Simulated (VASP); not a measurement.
Input of a VASP 6.6.1 run:

INCAR

```
SYSTEM = Co
ALGO     = Normal         ! electronic algorithm
EDIFF    = 1E-7           ! SCF threshold, eV
ENCUT    = 520            ! plane-wave cutoff, eV
GGA      = RE             ! functional
ISIF     = 2              ! what is computed and relaxed
ISMEAR   = -1             ! smearing method
ISPIN    = 2              ! spin polarisation
LASPH    = .TRUE.         ! aspherical terms in the spheres
LCHARG   = .FALSE.        ! write CHGCAR
LMAXMIX  = 4              ! l up to which the mixer works
LORBIT   = 11             ! projections on sites
LREAL    = .FALSE.        ! projectors in reciprocal space
LWAVE    = .FALSE.        ! write WAVECAR
MAGMOM   = -1.699 -1.699  ! initial moments
NBANDS   = 20             ! bands
NELM     = 150            ! most SCF steps
PREC     = Accurate       ! precision mode
SIGMA    = 0.05           ! smearing width, eV
```

The input KPOINTS:

```
k-points
0
G
  14 14 10
  0 0 0
```

POSCAR

```
Co
1.0
    2.4569586802      0.0000000000      0.0000000000
    0.0000000000      2.4569586802      0.0000000000
    0.0000000000      0.0000000000      3.4727753544
Co
2
Direct
    0.0000000000      0.0000000000      0.0000000000
    0.5000000000      0.5000000000      0.5000000000
```

Potentials or basis: VASP PAW PBE potentials, release 64 (Co).

Command:

```bash
$ cat potpaw_PBE.64/Co/POTCAR > POTCAR
$ mpirun -np 1 vasp_std > vasp.out
```

Q: Predict the net moment.

A: -3.23 μB per cell.

Q: Estimate the site moments.

A: Co -1.63 μB.

Q: What does it give for the pressure?

A: 12.7 GPa.

Stress tensor (GPa, compression positive):
```
12.69  0.00  0.00
 0.00 12.69  0.00
 0.00  0.00 12.80
```

Caveat: the cell stands under pressure; the PAW data sets were made with another functional, which shifts forces and pressure a little.
